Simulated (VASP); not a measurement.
Wanted: the native input for a VASP 6.6.1 run.

* Task: single point
* Functional: PBE
* Potentials or basis: VASP PAW PBE potentials, release 64 (Mg, Se)
* Cutoff: 520 eV
* k mesh: 6 × 6 × 4
* Occupations: gaussian, width 0.1 eV
* Spin: no spin polarisation
* Dipole correction: no
* Further INCAR settings: ALGO = Normal; EDIFF = 1e-06; NBANDS = 18

The structure of MgSe3 lies in POSCAR:

```
MgSe3
1.0
    3.5266785800      0.0000000000      0.0000000000
   -1.7633392900      3.0541932400      0.0000000000
    0.0000000000      0.0000000000      7.0950343000
Mg Se
1 3
Direct
    0.0000000000      0.0000000000      0.0000000000
    0.5000000000      0.0000000000      0.5000000000
    0.0000000000      0.5000000000      0.5000000000
    0.5000000000      0.5000000000      0.5000000000
```

These files were run (other wordings do the same):

INCAR

```
PREC     = Accurate       # precision mode
ENCUT    = 520            # plane-wave cutoff, eV
EDIFF    = 1E-6           # SCF threshold, eV
ISMEAR   = 0              # smearing method
SIGMA    = 0.1            # smearing width, eV
LREAL    = F              # projectors in reciprocal space
LASPH    = T              # aspherical terms in the spheres
NELM     = 60             # most SCF steps
ALGO     = Normal         # electronic algorithm
ISIF     = 2              # what is computed and relaxed
LWAVE    = F              # write WAVECAR
LCHARG   = F              # write CHGCAR
GGA      = PE             # functional
NBANDS   = 18             # bands
```

KPOINTS

```
Automatic mesh
0
Gamma
  6 6 4
```

Potentials or basis: VASP PAW PBE potentials, release 64 (Mg, Se).

Launch:

```bash
$ cat potpaw_PBE.64/Mg/POTCAR potpaw_PBE.64/Se/POTCAR > POTCAR
$ mpirun -np 1 vasp_std > vasp.out
```

Results of the run:

```json
{"Pressure": "224.1 GPa", "Band gap on the k mesh": "zero (band 10 reaches 8.17 eV, above the bottom of band 11 at 6.14 eV)"}
```

It took 21 s on 1 thread of Intel(R) Xeon(R) Platinum 8559C (Emerald Rapids), on a shared host, peak memory 0.19 GiB.
